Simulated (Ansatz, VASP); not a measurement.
NaF in VASP and in Ansatz

```
CELL_PARAMETERS angstrom
0.00000 2.28589 2.28589
2.28589 0.00000 2.28589
2.28589 2.28589 0.00000
ATOMIC_POSITIONS crystal
Na 0.00000 0.00000 0.00000
F 0.50000 0.50000 0.50000
```

Alike in both runs: task single point; functional PBE; k mesh 8 × 8 × 8; occupations tetrahedron; no spin polarisation.

```csv
,VASP,Ansatz
version,VASP 6.6.1,Ansatz 0.2.0
potentials or method,"VASP PAW PBE potentials, release 64 (Na_pv, F), cutoff 600 eV","scalar-relativistic, plane waves, PAW"
valence electrons in the cell,14,16
```

|  | VASP | Ansatz | Ansatz less VASP |
| --- | --- | --- | --- |
| gap on the k mesh at the Fermi level (eV) | 6.53 | 6.54 | +0.014 |
| least direct gap on the mesh (eV) | 6.53 | 6.54 | +0.014 |
| pressure (GPa) | 4.3 | 4.5 | +0.20 |

With one functional, cell and mesh, what is left measures potentials, basis and numerics. VASP's potentials hold 14 valence electrons a cell and Ansatz's 16, so a difference there can come from the potentials and not from the codes. Ansatz's warnings: band table not solved further, tetrahedron derivatives may miss energy slope.
